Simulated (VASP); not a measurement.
**LiBr: vibrations by perturbation theory with PBEsol**

The system is LiBr.

```
Li Br
1.0
     0.00000    2.73293    2.73293
     2.73293    0.00000    2.73293
     2.73293    2.73293    0.00000
Li Br
1 1
Direct
  0.00000 0.00000 0.00000
  0.50000 0.50000 0.50000
```

| Property | Result |
| --- | --- |
| Program | VASP 6.6.1 |
| Task | vibrations by perturbation theory |
| Functional | PBEsol |
| Potentials or basis | VASP PAW PBE potentials, release 64 (Li_sv, Br) |
| Cutoff | 750 eV |
| k mesh | 6 × 6 × 6 |
| Occupations | gaussian, width 0.01 eV |
| Spin | no spin polarisation |
| Dipole correction | no |
| Further INCAR settings | ALGO = Normal; EDIFF = 1e-08; NBANDS = 12; IBRION = 8; NSW = 1 |

```json
{
 "Highest phonon frequency at Γ, LO-TO splitting left out": "162 cm⁻¹"
}
```

Phonon frequencies in cm⁻¹ (negative: imaginary):
```csv
q point,frequencies
"(0.000, 0.000, 0.000)",0 0 0 162 162 162
```

Run time: 2.1 min on 1 thread of Intel(R) Xeon(R) Platinum 8259CL CPU @ 2.50GHz (Skylake/Cascade Lake) (shared host), peak memory 0.27 GiB.
